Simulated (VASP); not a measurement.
Here is a VASP 6.6.1 calculation.

INCAR

```
SYSTEM = HgTe
PREC     = Accurate       ! precision mode
ENCUT    = 600            ! plane-wave cutoff, eV
EDIFF    = 1E-6           ! SCF threshold, eV
ISMEAR   = 0              ! smearing method
SIGMA    = 0.1            ! smearing width, eV
LREAL    = .FALSE.        ! projectors in reciprocal space
LASPH    = .TRUE.         ! aspherical terms in the spheres
NELM     = 60             ! most SCF steps
ALGO     = Normal         ! electronic algorithm
ISIF     = 3              ! what is computed and relaxed
LWAVE    = .FALSE.        ! write WAVECAR
LCHARG   = .FALSE.        ! write CHGCAR
GGA      = PS             ! functional
IBRION   = 2              ! ionic algorithm
NSW      = 70             ! ionic steps
EDIFFG   = -0.008         ! ionic threshold
PSTRESS  = 100.0
```

File KPOINTS:

```
Automatic mesh
0
G
  12 12 12
  0 0 0
```

POSCAR

```
HgTe
1.0
    0.0000000000      3.0796590662      3.0796590662
    3.0796590662      0.0000000000      3.0796590662
    3.0796590662      3.0796590662      0.0000000000
Hg Te
1 1
Direct
    0.0000000000      0.0000000000      0.0000000000
    0.2500000000      0.2500000000      0.2500000000
```

Potentials or basis: VASP PAW PBE potentials, release 64 (Hg, Te).

Run with:

```console
$ cat potpaw_PBE.64/Hg/POTCAR potpaw_PBE.64/Te/POTCAR > POTCAR
$ mpirun -np 1 vasp_std > vasp.out
```

Problem. Estimate the relaxed volume.

Solution. 29.53 Å³/atom.

Problem. Predict the space group after relaxing (to 0.1 Å).

Solution. F-43m (No. 216).

Final structure:
```yaml
crystal:
  lattice:
    - [0.00000, 3.09082, 3.09082]
    - [3.09082, 0.00000, 3.09082]
    - [3.09082, 3.09082, 0.00000]
  atoms:
    - { symbol: Hg, position: [0.00000, 0.00000, 0.00000] }
    - { symbol: Te, position: [0.25000, 0.25000, 0.25000] }
```

Caveat: the cell is relaxed towards a set pressure, so the run minimises the enthalpy, not the energy; the PAW data sets were made with another functional, which shifts forces and pressure a little.
